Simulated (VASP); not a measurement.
# Si (Fd-3m) in VASP: a series of runs

Runs on Si. Level: PBE. Tasks: single point, relaxation of cell and atoms.

Program: VASP 6.6.1. These are calculated values, not measurements. Logs are shortened: lines on timing, memory, paths and dates and some standing lists are left out, and cuts for length are marked.

### Step 1. The cell of the first run

Symmetry: Fd-3m, No. 227, cubic system. Conventional cell: a = 5.470 Å, b = 5.470 Å, c = 5.470 Å, α = 90.00°, β = 90.00°, γ = 90.00°. Within 3.1 Å of Si (site symmetry -43m) lie 4 Si at 2.37 Å.

### Step 2. Single point, PBE

Input file INCAR:

```
SYSTEM = Si
PREC = Accurate
ENCUT = 520
EDIFF = 1E-6
ISMEAR = 0
SIGMA = 0.01
LREAL = .False.
LASPH = .True.
NELM = 100
ALGO = Normal
ISIF = 2
LWAVE = .False.
LCHARG = .True.
GGA = PE
LELF = .True.
LVHAR = .True.
NBANDS = 11
```

Input file KPOINTS:

```
regular mesh
0
Gamma
  10 10 10
  0 0 0
```

Input file POSCAR:

```
Si
1.0
    0.0000000000      2.7351084682      2.7351084682
    2.7351084682      0.0000000000      2.7351084682
    2.7351084682      2.7351084682      0.0000000000
Si
2
Direct
    0.0000000000      0.0000000000      0.0000000000
    0.2500000000      0.2500000000      0.2500000000
```

Potentials or basis: VASP PAW PBE potentials, release 64 (Si).

On the command line:

```
$ cat potpaw_PBE.64/Si/POTCAR > POTCAR
$ mpirun -np 1 vasp_std > vasp.out
```

OUTCAR:

```text
SYSTEM = Si
   PREC = Accurate
   ENCUT = 520
   EDIFF = 1E-6
   ISMEAR = 0
   LREAL = .False.
   LASPH = .True.
   NELM = 100
   ISIF = 2
   GGA = PE

 ion  position               nearest neighbor table
   1  0.000  0.000  0.000-   2 2.37   2 2.37   2 2.37   2 2.37
   2  0.250  0.250  0.250-   1 2.37   1 2.37   1 2.37   1 2.37

  LATTYP: Found a face centered cubic cell.
 ALAT       =     5.4702169364

  Lattice vectors:

 A1 = (   0.0000000000,   2.7351084682,   2.7351084682)
 A2 = (   2.7351084682,   0.0000000000,   2.7351084682)
 A3 = (   2.7351084682,   2.7351084682,   0.0000000000)

Analysis of symmetry for initial positions (statically):
=====================================================================
 Subroutine PRICEL returns:
 Original cell was already a primitive cell.

 Routine SETGRP: Setting up the symmetry group for a
 face centered cubic supercell.

 Subroutine GETGRP returns: Found 48 space group operations
 (whereof 24 operations were pure point group operations)
 out of a pool of 48 trial point group operations.

The static configuration has the point symmetry T_d .
 The point group associated with its full space group is O_h .

Analysis of symmetry for dynamics (positions and initial velocities):
=====================================================================
 Subroutine PRICEL returns:
 Original cell was already a primitive cell.

 Routine SETGRP: Setting up the symmetry group for a
 face centered cubic supercell.

 Subroutine GETGRP returns: Found 48 space group operations
 (whereof 24 operations were pure point group operations)
 out of a pool of 48 trial point group operations.

The dynamic configuration has the point symmetry T_d .
 The point group associated with its full space group is O_h .

 Subroutine INISYM returns: Found 48 space group operations
 (whereof 24 operations are pure point group operations),
 and found     1 'primitive' translations

----------------------------------------------------------------------------------------

                                     Primitive cell

  volume of cell :      40.9217

  direct lattice vectors                    reciprocal lattice vectors
     0.000000000  2.735108468  2.735108468    -0.182808106  0.182808106  0.182808106
     2.735108468  0.000000000  2.735108468     0.182808106 -0.182808106  0.182808106
     2.735108468  2.735108468  0.000000000     0.182808106  0.182808106 -0.182808106

  length of vectors
[... 90 lines left out ...]
   POTIM  = 0.5000    time-step for ionic-motion
   TEBEG  =    0.0;   TEEND  =   0.0 temperature during run
   PSTRESS=    0.0 pullay stress
   NELECT =       8.0000    total number of electrons
   NUPDOWN=      -1.0000    fix difference up-down
   EMIN   =  10.00;   EMAX   =-10.00  energy-range for DOS
   EFERMI =   0.00;   METHOD = LEGACY
   ISMEAR =     0;   SIGMA  =   0.01  broadening in eV -4-tet -1-fermi 0-gaus
   EFERMI_NEDOS =   21; number of points for ismear=-14 and -15
   IALGO  =     38    algorithm
   IMIX   =      4    mixing-type and parameters
     AMIX     =   0.40;   BMIX     =  1.00
     AMIX_MAG =   1.60;   BMIX_MAG =  1.00
  volume/ion in A,a.u.               =      20.46       138.08
  Fermi-wavevector in a.u.,A,eV,Ry     =   0.950139  1.795502 12.282840  0.902763
  Thomas-Fermi vector in A             =   2.078487
   LORBIT       =      0    0 simple, 1 ext, 2 COOP (PROOUT), +10 PAW based schemes
   GGA     = PE    functional components
   LHFCALC =     F    Hartree Fock is set to
   AEXX    =    0.0000 exact exchange contribution
   IVDW    =     0    specifies the selected vdW correction
   LEPSILON=     F    determine dielectric tensor
   LRPA    =     F    only Hartree local field effects (RPA)
 non-spin polarized calculation
 Gauss-broadening in eV      SIGMA  =   0.01
  energy-cutoff  :      520.00
  volume of cell :       40.92
 maximum number of plane-waves:      1114
 NGX is ok and might be reduce to    30
   NGX = 15   NGY = 15   NGZ = 15

 number of electron       8.0000001 magnetization

 Free energy of the ion-electron system (eV)
  ---------------------------------------------------
  ext. energy  EPLUGINS =         0.00000000
  ---------------------------------------------------
  free energy    TOTEN  =       -10.84919860 eV

  energy without entropy =      -10.84919860  energy(sigma->0) =      -10.84919860

 E-fermi :   5.7071     XC(G=0):  -9.3242

 val. band max:        5.6078729756   @ k =   0.0000   0.0000   0.0000
 cond. band min:       6.2271179232   @ k =   0.4000   0.4000   0.0000
 fundamental gap:      0.6192449476
 Fermi energy:         5.7071135807

 k-point     1 :       0.0000    0.0000    0.0000
  band No.  band energies     occupation
      1      -6.2012      2.00000
      2       5.6079      2.00000
      3       5.6079      2.00000
      4       5.6079      2.00000
      5       8.1646      0.00000
      6       8.1646      0.00000
      7       8.1646      0.00000
      8       8.7324      0.00000
      9      13.3167      0.00000
     10      13.3167      0.00000
     11      13.4819      0.00000
[... 309 lines left out ...]
 k-point    24 :       0.4000    0.3000    0.0000
  band No.  band energies     occupation
      1      -4.0802      2.00000
      2       0.2162      2.00000
      3       2.8168      2.00000
      4       3.2260      2.00000
      5       6.6858      0.00000
      6       7.8743      0.00000
      7      12.4592      0.00000
      8      12.6007      0.00000
      9      16.0147      0.00000
     10      16.1401      0.00000
     11      17.6234      0.00000

 [... further k-points ...]

------------------------ aborting loop because EDIFF is reached ----------------------------------------

  FORCE on cell =-STRESS in cart. coord.  units (eV):
  Direction    XX          YY          ZZ          XY          YZ          ZX
  --------------------------------------------------------------------------------------
  -------------------------------------------------------------------------------------
  Total       -0.0191458     -0.0191458     -0.0191458     -0.0000000      0.0000000      0.0000000
  in kB       -0.7496010     -0.7496010     -0.7496010     -0.0000000      0.0000000      0.0000000
  external PRESSURE =      -0.7496010 kB  Pullay stress =       0.0000000 kB

 VOLUME and BASIS-vectors are now :
 -----------------------------------------------------------------------------
  energy-cutoff  :      520.00
  volume of cell :       40.92
      direct lattice vectors                 reciprocal lattice vectors
     0.000000000  2.735108468  2.735108468    -0.182808106  0.182808106  0.182808106
     2.735108468  0.000000000  2.735108468     0.182808106 -0.182808106  0.182808106
     2.735108468  2.735108468  0.000000000     0.182808106  0.182808106 -0.182808106

 POSITION                                       TOTAL-FORCE (eV/Angst)
 -----------------------------------------------------------------------------------
      0.00000      0.00000      0.00000         0.000000      0.000000      0.000000
      1.36755      1.36755      1.36755        -0.000000     -0.000000     -0.000000
 -----------------------------------------------------------------------------------
    total drift:                               -0.000000     -0.000000     -0.000000

  FREE ENERGIE OF THE ION-ELECTRON SYSTEM (eV)
  ---------------------------------------------------
  free  energy   TOTEN  =       -10.8491986001 eV

  energy  without entropy=      -10.8491986001  energy(sigma->0) =      -10.84919860
```

Run time: 15 s. Hardware: 1 thread of Intel Xeon Platinum 8375C at 2.90GHz (Ice Lake), shared host; peak memory 0.16 GiB.

Results:

```
Free energy            : -10.8492 eV
Pressure               : -0.1 GPa
Band gap on the k mesh : 0.62 eV, indirect (least direct gap 2.56 eV)
```

A k mesh can miss the band edges. A hybrid or GW would open this gap; PBE tends to underestimate it.

### Step 3. Relaxation of cell and atoms, PBE

This run uses another cell than the first one, of 20.01 Å³/atom, 0.978 times its volume.

Input file INCAR:

```
SYSTEM = Si
ALGO = Normal
EDIFF = 1E-7
EDIFFG = -0.005
ENCUT = 600
GGA = PE
IBRION = 2
ISIF = 3
ISMEAR = 0
LASPH = .TRUE.
LCHARG = .FALSE.
LREAL = .FALSE.
LWAVE = .FALSE.
NELM = 100
NSW = 80
PREC = Accurate
SIGMA = 0.01
```

Input file KPOINTS:

```
k-points
0
G
  10 10 10
  0 0 0
```

Input file POSCAR:

```
Si
1.0
    0.0000000000      2.7150000000      2.7150000000
    2.7150000000      0.0000000000      2.7150000000
    2.7150000000      2.7150000000      0.0000000000
Si
2
Direct
    0.0000000000      0.0000000000      0.0000000000
    0.2500000000      0.2500000000      0.2500000000
```

Potentials or basis: VASP PAW PBE potentials, release 64 (Si).

On the command line:

```
$ cat potpaw_PBE.64/Si/POTCAR > POTCAR
$ mpirun -np 1 vasp_std > vasp.out
```

Run time: 22 s. Hardware: 1 thread of Intel Xeon Platinum 8375C at 2.90GHz (Ice Lake), shared host; peak memory 0.17 GiB.

The run converged. Its results:

```
Free energy                            : -10.8493 eV
Relaxed volume                         : 20.44 Å³/atom
Relaxed cell                           : a = 3.867 Å, b = 3.867 Å, c = 3.867 Å, α = 60.00°, β = 60.00°, γ = 60.00°
Space group after relaxing (to 0.05 Å) : Fd-3m (No. 227)
Energy gained by relaxing              : 2.6 meV/atom
Ionic steps                            : 3
Pressure after relaxing                : 0.0 GPa
Band gap on the k mesh                 : 0.62 eV, indirect (least direct gap 2.56 eV)
```

The path:
| step | energy change (eV) | largest force (eV/Å) | pressure (GPa) | volume (Å³) |
| --- | --- | --- | --- | --- |
| 1 | 0.0000 | 0.0000 | 1.99 | 40.03 |
| 2 | -0.0029 | 0.0000 | -1.24 | 41.48 |
| 3 | -0.0052 | 0.0000 | 0.01 | 40.89 |

Final structure:
```yaml
crystal:
  lattice:
    - [0.00000, 2.73431, 2.73431]
    - [2.73431, 0.00000, 2.73431]
    - [2.73431, 2.73431, 0.00000]
  atoms:
    - { symbol: Si, position: [0.00000, 0.00000, 0.00000] }
    - { symbol: Si, position: [0.25000, 0.25000, 0.25000] }
```

Levels at points of the mesh, in eV from the valence-band top:
```csv
k point,band 2,band 3,band 4,band 5,band 6,band 7
"(0.00, 0.00, 0.00)",0.00,0.00,0.00,2.56,2.56,2.56
"(0.50, 0.00, 0.00)",-6.87,-1.18,-1.18,1.47,3.35,3.35
"(0.50, 0.50, 0.00)",-7.75,-2.79,-2.79,0.75,0.75,9.94
```
